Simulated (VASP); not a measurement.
Wanted: the native input for a VASP 6.6.1 run.

```
Task                   : single point
Functional             : PBE
Potentials or basis    : VASP PAW PBE potentials, release 64 (Al, Bi_d, O)
Cutoff                 : 520 eV
k mesh                 : 2 × 2 × 4
Occupations            : gaussian, width 0.15 eV
Spin                   : no spin polarisation
Dipole correction      : no
Further INCAR settings : ALGO = Normal; EDIFF = 1e-06; NBANDS = 55
```

The structure of Al3BiO3 lies in POSCAR:

```
Al3BiO3
1.0
    9.4733179399      0.0000000000      0.0000000000
   -4.7366589699      8.2041339941      0.0000000000
    0.0000000000      0.0000000000      3.2086731043
Al Bi O
6 2 6
Direct
    0.6627247903      0.8574073319      0.2500000000
    0.8574073319      0.1946825416      0.7500000000
    0.1946825416      0.3372752097      0.2500000000
    0.3372752097      0.1425926681      0.7500000000
    0.8053174584      0.6627247903      0.7500000000
    0.1425926681      0.8053174584      0.2500000000
    0.6666666667      0.3333333333      0.7500000000
    0.3333333333      0.6666666667      0.2500000000
    0.7356033614      0.9715503156      0.7500000000
    0.9715503156      0.2359469542      0.2500000000
    0.2359469542      0.2643966386      0.7500000000
    0.2643966386      0.0284496844      0.2500000000
    0.7640530458      0.7356033614      0.2500000000
    0.0284496844      0.7640530458      0.7500000000
```

These files were run (other wordings do the same):

INCAR

```
SYSTEM = Al3BiO3
PREC = Accurate ; ENCUT = 520
EDIFF = 1E-6 ; ISMEAR = 0
SIGMA = 0.15 ; LREAL = .False.
LASPH = .True. ; NELM = 60
ALGO = Normal ; ISIF = 2
LWAVE = .False. ; LCHARG = .False.
GGA = PE ; NBANDS = 55
```

KPOINTS

```
regular mesh
0
Gamma
  2 2 4
  0 0 0
```

Potentials or basis: VASP PAW PBE potentials, release 64 (Al, Bi_d, O).

Launch:

```sh
$ cat potpaw_PBE.64/Al/POTCAR potpaw_PBE.64/Bi_d/POTCAR potpaw_PBE.64/O/POTCAR > POTCAR
$ mpirun -np 1 vasp_std > vasp.out
```

Results of the run:

| Quantity | Value |
| --- | --- |
| Pressure | -0.2 GPa |
| Largest force | 0.048 eV/Å |
| Band gap on the k mesh | zero (bands 42 and 43 overlap by 0.57 eV) |

Caveat: the k points lie up to 0.49 Å⁻¹ apart, too coarse for converged energies and pressures of a metal; spin-orbit coupling is left out, which moves the levels of the heavy elements.

It took 47 s on 1 thread of Intel(R) Xeon(R) 6975P-C (Granite Rapids), on a shared host, peak memory 0.36 GiB.
